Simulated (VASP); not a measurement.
# In (I4/mmm) in VASP: single point with LDA

Aim: the single point of In with LDA.

Program: VASP 6.6.1. These are calculated values, not measurements. Logs are shortened: lines on timing, memory, paths and dates and some standing lists are left out, and cuts for length are marked.

## 1. The cell of the first run

Symmetry: I4/mmm, No. 139, tetragonal system. The conventional cell has a = 3.295 Å, b = 3.295 Å, c = 5.013 Å, α = 90.00°, β = 90.00°, γ = 90.00°. In (site symmetry 4/mmm) has 12 In at 3.30 to 3.42 Å within 4.3 Å.

## 2. Single point, LDA (27.21 Å³/atom)

Contents of INCAR:

```
PREC = Accurate
ENCUT = 520
EDIFF = 1E-7
ISMEAR = -1
SIGMA = 0.05
LREAL = False
LASPH = True
NELM = 100
ALGO = Normal
ISIF = 2
LWAVE = False
LCHARG = False
GGA = CA
NBANDS = 12
ISYM = 0
```

Contents of KPOINTS:

```
regular mesh
0
Gamma
  12 12 14
```

Contents of POSCAR:

```
In
1.0
   -1.6475491645      1.6475491645      2.5065057071
    1.6475491645     -1.6475491645      2.5065057071
    1.6475491645      1.6475491645     -2.5065057071
In
1
Direct
    0.0000000000      0.0000000000      0.0000000000
```

Potentials or basis: VASP PAW LDA potentials, release 64 (In_d).

On the command line:

```
$ cat potpaw_LDA.64/In_d/POTCAR > POTCAR
$ mpirun -np 1 vasp_std > vasp.out
```

OUTCAR:

```text
PREC = Accurate
   ENCUT = 520
   EDIFF = 1E-7
   ISMEAR = -1
   LREAL = False
   LASPH = True
   NELM = 100
   ISIF = 2
   GGA = CA
   ISYM = 0

 ion  position               nearest neighbor table
   1  0.000  0.000  0.000-

IMPORTANT INFORMATION: All symmetrisations will be switched off!
NOSYMM: (Re-)initialisation of all symmetry stuff for point group C_1.

----------------------------------------------------------------------------------------

                                     Primitive cell

  volume of cell :      27.2148

  direct lattice vectors                    reciprocal lattice vectors
    -1.647549164  1.647549164  2.506505707     0.000000000  0.303481080  0.199480894
     1.647549164 -1.647549164  2.506505707     0.303481080  0.000000000  0.199480894
     1.647549164  1.647549164 -2.506505707     0.303481080  0.303481080  0.000000000

  length of vectors
     3.422193355  3.422193355  3.422193355     0.363171300  0.363171300  0.429187059

  position of ions in fractional coordinates (direct lattice)
     0.000000000  0.000000000  0.000000000

  ion indices of the primitive-cell ions
   primitive index   ion index
                 1           1

----------------------------------------------------------------------------------------

 KPOINTS: regular mesh

Automatic generation of k-mesh.
 Grid dimensions read from file:
 generate k-points for:   12   12   14

 Generating k-lattice:

  Cartesian coordinates                     Fractional coordinates (reciprocal lattice)
     0.000000000  0.025290090  0.016623408     0.083333333  0.000000000  0.000000000
     0.025290090  0.000000000  0.016623408     0.000000000  0.083333333  0.000000000
     0.021677220  0.021677220  0.000000000     0.000000000  0.000000000  0.071428571

  Length of vectors
     0.030264275  0.030264275  0.030656219

  Shift w.r.t. Gamma in fractional coordinates (k-lattice)
     0.000000000  0.000000000  0.000000000

 -----------------------------------------------------------------------------
|                                                                             |
|           W    W    AA    RRRRR   N    N  II  N    N   GGGG   !!!           |
|           W    W   A  A   R    R  NN   N  II  NN   N  G    G  !!!           |
|           W    W  A    A  R    R  N N  N  II  N N  N  G       !!!           |
|           W WW W  AAAAAA  RRRRR   N  N N  II  N  N N  G  GGG   !            |
|           WW  WW  A    A  R   R   N   NN  II  N   NN  G    G                |
|           W    W  A    A  R    R  N    N  II  N    N   GGGG   !!!           |
|                                                                             |
|     Your reciprocal lattice and k-lattice belong to different lattice       |
|     classes:                                                                |
|                                                                             |
|        The reciprocal lattice is body-centered tetragonal,                  |
|        whereas your k-lattice is base-centered monoclinic.                  |
|                                                                             |
|     Results are often still useful ...                                      |
|                                                                             |
 -----------------------------------------------------------------------------

 WARNING: IBZKPT: internal override: KBLOWUP is changed to .FALSE.
      ... skipping the blow-up phase ...

 Subroutine IBZKPT returns following result:
 ===========================================

 Found   1012 irreducible k-points:

 Following reciprocal coordinates:
            Coordinates               Weight
  0.000000  0.000000  0.000000      1.000000
  0.083333  0.000000 -0.000000      2.000000
  0.166667 -0.000000  0.000000      2.000000
  0.250000  0.000000  0.000000      2.000000
  0.333333 -0.000000  0.000000      2.000000
  0.416667  0.000000 -0.000000      2.000000
[... 16 lines left out ...]
  0.250000  0.166667  0.000000      2.000000
  0.333333  0.166667  0.000000      2.000000
 [... further k-points ...]
   k-points           NKPTS =   1012   k-points in BZ     NKDIM =   1012   number of bands    NBANDS=     12
   number of dos      NEDOS =    301   number of ions     NIONS =      1
   total plane-waves  NPLWV =  21952
   dimension x,y,z NGX =    28 NGY =   28 NGZ =   28
   dimension x,y,z NGXF=    56 NGYF=   56 NGZF=   56
   ions per type =               1
   NGX,Y,Z   is equivalent  to a cutoff of  13.60, 13.60, 13.60 a.u.
   NGXF,Y,Z  is equivalent  to a cutoff of  27.20, 27.20, 27.20 a.u.
 SYSTEM =  unknown system
   PREC   = accura    normal or accurate (medium, high low for compatibility)
   ISTART =      0    job   : 0-new  1-cont  2-samecut
   ICHARG =      2    charge: 1-file 2-atom 10-const
   ISPIN  =      1    spin polarized calculation?
   LNONCOLLINEAR =      F non collinear calculations
   LSORBIT =      F    spin-orbit coupling
   LASPH  =      T    aspherical Exc in radial PAW
   ENCUT  =  520.0 eV  38.22 Ry    6.18 a.u.   6.36  6.36  6.36*2*pi/ulx,y,z
   NELM   =    100;   NELMIN=  2; NELMDL= -5     # of ELM steps
   EDIFF  = 0.1E-06   stopping-criterion for ELM
   LREAL  =      F    real-space projection
   EDIFFG = 0.1E-05   stopping-criterion for IOM
   NSW    =      0    number of steps for IOM
   IBRION =     -1    ionic relax: 0-MD 1-quasi-New 2-CG
   NFREE  =      0    steps in history (QN), initial steepest desc. (CG)
   ISIF   =      2    stress and relaxation
   ISYM   =      0    0-nonsym 1-usesym 2-fastsym
   POTIM  = 0.5000    time-step for ionic-motion
   TEBEG  =    0.0;   TEEND  =   0.0 temperature during run
   PSTRESS=    0.0 pullay stress
   NELECT =      13.0000    total number of electrons
   NUPDOWN=      -1.0000    fix difference up-down
   EMIN   =  10.00;   EMAX   =-10.00  energy-range for DOS
   EFERMI =   0.00;   METHOD = LEGACY
   ISMEAR =    -1;   SIGMA  =   0.05  broadening in eV -4-tet -1-fermi 0-gaus
   EFERMI_NEDOS =   21; number of points for ismear=-14 and -15
   IALGO  =     38    algorithm
   IMIX   =      4    mixing-type and parameters
     AMIX     =   0.40;   BMIX     =  1.00
     AMIX_MAG =   1.60;   BMIX_MAG =  1.00
  volume/ion in A,a.u.               =      27.21       183.65
  Fermi-wavevector in a.u.,A,eV,Ry     =   1.279737  2.418353 22.282633  1.637727
  Thomas-Fermi vector in A             =   2.412205
   LORBIT       =      0    0 simple, 1 ext, 2 COOP (PROOUT), +10 PAW based schemes
   GGA     = CA    functional components
   LHFCALC =     F    Hartree Fock is set to
   AEXX    =    0.0000 exact exchange contribution
   IVDW    =     0    specifies the selected vdW correction
   LEPSILON=     F    determine dielectric tensor
   LRPA    =     F    only Hartree local field effects (RPA)
 non-spin polarized calculation
  energy-cutoff  :      520.00
  volume of cell :       27.21
 maximum number of plane-waves:       752
 NGX is ok and might be reduce to    28
   NGX = 13   NGY = 13   NGZ = 13

 number of electron      12.9999998 magnetization

 Free energy of the ion-electron system (eV)
  ---------------------------------------------------
  ext. energy  EPLUGINS =         0.00000000
  ---------------------------------------------------
  free energy    TOTEN  =        -3.18478580 eV

  energy without entropy =       -3.18061555  energy(sigma->0) =       -3.18270068

 E-fermi :   6.7368     XC(G=0): -10.3400

 val. band max:        6.7359083717   @ k =  -0.4167   0.3333   0.2143
 cond. band min:       6.7377677041   @ k =   0.0000  -0.2500   0.4286
 fundamental gap:      0.0018593324
 Fermi energy:         6.7368360290

 k-point     1 :       0.0000    0.0000    0.0000
  band No.  band energies     occupation
      1      -7.7976      2.00000
      2      -7.7008      2.00000
      3      -7.7003      2.00000
      4      -7.6264      2.00000
      5      -7.5313      2.00000
      6      -2.5201      2.00000
      7      16.8431      0.00000
      8      16.8437      0.00000
      9      16.9821      0.00000
     10      18.3792      0.00000
     11      20.4453      0.00000
     12      20.5974      0.00000

 k-point     2 :       0.0833    0.0000   -0.0000
  band No.  band energies     occupation
      1      -7.7875      2.00000
      2      -7.7012      2.00000
      3      -7.6907      2.00000
      4      -7.6241      2.00000
      5      -7.5351      2.00000
      6      -2.3727      2.00000
      7      15.2419      0.00000
      8      16.5951      0.00000
      9      16.6752      0.00000
     10      18.1127      0.00000
     11      20.8461      0.00000
     12      20.9732      0.00000

 k-point     3 :       0.1667   -0.0000    0.0000
  band No.  band energies     occupation
      1      -7.7694      2.00000
      2      -7.7076      2.00000
      3      -7.6689      2.00000
      4      -7.6049      2.00000
      5      -7.5401      2.00000
      6      -1.9264      2.00000
      7      12.5029      0.00000
      8      15.8747      0.00000
      9      16.3203      0.00000
     10      18.0107      0.00000
     11      19.9864      0.00000
     12      21.9100      0.00000
[... 286 lines left out ...]
 k-point    23 :       0.2500    0.1667    0.0000
  band No.  band energies     occupation
      1      -7.7308      2.00000
      2      -7.7084      2.00000
      3      -7.6429      2.00000
      4      -7.5743      2.00000
      5      -7.5011      2.00000
      6      -0.0285      2.00000
      7       8.7655      0.00000
      8      11.1480      0.00000
      9      14.7551      0.00000
     10      17.6686      0.00000
     11      19.7504      0.00000
     12      20.9528      0.00000

 k-point    24 :       0.3333    0.1667    0.0000
  band No.  band energies     occupation
      1      -7.7420      2.00000
      2      -7.7099      2.00000
      3      -7.6573      2.00000
      4      -7.5117      2.00000
      5      -7.4912      2.00000
      6       1.1952      2.00000
      7       6.4683      1.99075
      8      11.2090      0.00000
      9      13.8588      0.00000
     10      16.7489      0.00000
     11      19.7591      0.00000
     12      21.5176      0.00000

 [... further k-points ...]

------------------------ aborting loop because EDIFF is reached ----------------------------------------

  FORCE on cell =-STRESS in cart. coord.  units (eV):
  Direction    XX          YY          ZZ          XY          YZ          ZX
  --------------------------------------------------------------------------------------
  -------------------------------------------------------------------------------------
  Total       -0.6757644     -0.6757652     -0.6013842     -0.0165277      0.0201637      0.0201638
  in kB      -39.7832680    -39.7833129    -35.4043941     -0.9730091      1.1870651      1.1870733
  external PRESSURE =     -38.3236583 kB  Pullay stress =       0.0000000 kB

 VOLUME and BASIS-vectors are now :
 -----------------------------------------------------------------------------
  energy-cutoff  :      520.00
  volume of cell :       27.21
      direct lattice vectors                 reciprocal lattice vectors
    -1.647549164  1.647549164  2.506505707     0.000000000  0.303481080  0.199480894
     1.647549164 -1.647549164  2.506505707     0.303481080  0.000000000  0.199480894
     1.647549164  1.647549164 -2.506505707     0.303481080  0.303481080  0.000000000

 POSITION                                       TOTAL-FORCE (eV/Angst)
 -----------------------------------------------------------------------------------
      0.00000      0.00000      0.00000         0.000001      0.000001      0.000000
 -----------------------------------------------------------------------------------
    total drift:                                0.000001      0.000001      0.000000

  FREE ENERGIE OF THE ION-ELECTRON SYSTEM (eV)
  ---------------------------------------------------
  free  energy   TOTEN  =        -3.1847858015 eV

  energy  without entropy=       -3.1806155550  energy(sigma->0) =       -3.18270068
```

Run time: 2.8 min. Hardware: 1 thread of AMD EPYC 9R45 (Zen 5), shared host; peak memory 0.37 GiB.

Results:

```yaml
Free_energy: -3.1848 eV
Pressure: -3.8 GPa
Band_gap_on_the_k_mesh: zero (an odd number of electrons rules out a gap without spin polarisation)
```

Levels at points of the mesh, in eV from the Fermi level:
| k point | band 3 | band 4 | band 5 | band 6 | band 7 | band 8 | band 9 | band 10 |
| --- | --- | --- | --- | --- | --- | --- | --- | --- |
| (0.00, 0.00, 0.00) | -14.44 | -14.36 | -14.27 | -9.26 | 10.11 | 10.11 | 10.25 | 11.64 |
| (0.50, 0.00, 0.00) | -14.42 | -14.19 | -14.15 | -4.31 | -3.14 | 7.25 | 8.78 | 11.14 |
| (0.00, 0.50, 0.00) | -14.42 | -14.19 | -14.15 | -4.31 | -3.14 | 7.25 | 8.78 | 11.14 |
| (0.50, 0.50, 0.00) | -14.19 | -14.17 | -14.09 | -1.80 | -1.79 | 3.44 | 3.87 | 6.94 |
| (0.00, 0.00, 0.50) | -14.19 | -14.17 | -14.09 | -1.80 | -1.79 | 3.44 | 3.87 | 6.94 |
| (0.50, 0.00, 0.50) | -14.42 | -14.19 | -14.15 | -4.31 | -3.14 | 7.25 | 8.78 | 11.14 |
| (0.00, 0.50, 0.50) | -14.42 | -14.19 | -14.15 | -4.31 | -3.14 | 7.25 | 8.78 | 11.14 |
| (0.50, 0.50, 0.50) | -14.17 | -14.15 | -14.14 | -3.00 | -2.47 | 4.61 | 4.61 | 8.06 |

Caveat: the cell stands under tension; spin-orbit coupling is left out, which moves the levels of the heavy elements.
